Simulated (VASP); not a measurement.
A run of VASP 6.6.1:

INCAR

```
PREC = Accurate
ENCUT = 520
EDIFF = 1E-7
ISMEAR = 0
SIGMA = 0.01
LREAL = False
LASPH = True
NELM = 100
ALGO = Normal
ISIF = 2
LWAVE = False
LCHARG = False
GGA = PE
NBANDS = 16
```

File KPOINTS:

```
regular mesh
0
Gamma
  4 4 4
```

POSCAR

```
ZnSe
1.0
    0.0000000000      2.8664359634      2.8664359634
    2.8664359634      0.0000000000      2.8664359634
    2.8664359634      2.8664359634      0.0000000000
Zn Se
1 1
Direct
    0.0000000000      0.0000000000      0.0000000000
    0.2500000000      0.2500000000      0.2500000000
```

Potentials or basis: VASP PAW PBE potentials, release 64 (Zn, Se).

Launch:

```console
$ cat potpaw_PBE.64/Zn/POTCAR potpaw_PBE.64/Se/POTCAR > POTCAR
$ mpirun -np 1 vasp_std > vasp.out
```

Hardware: 1 thread of AMD EPYC 7R13 Processor (Zen 3), with other jobs on the host.

Q: Estimate the wall time of this run.

A: Wall time 6.4 s on 1 thread of AMD EPYC 7R13 Processor (Zen 3) (shared host), peak memory 0.13 GiB. Counts: scf iterations 13, k points 8.
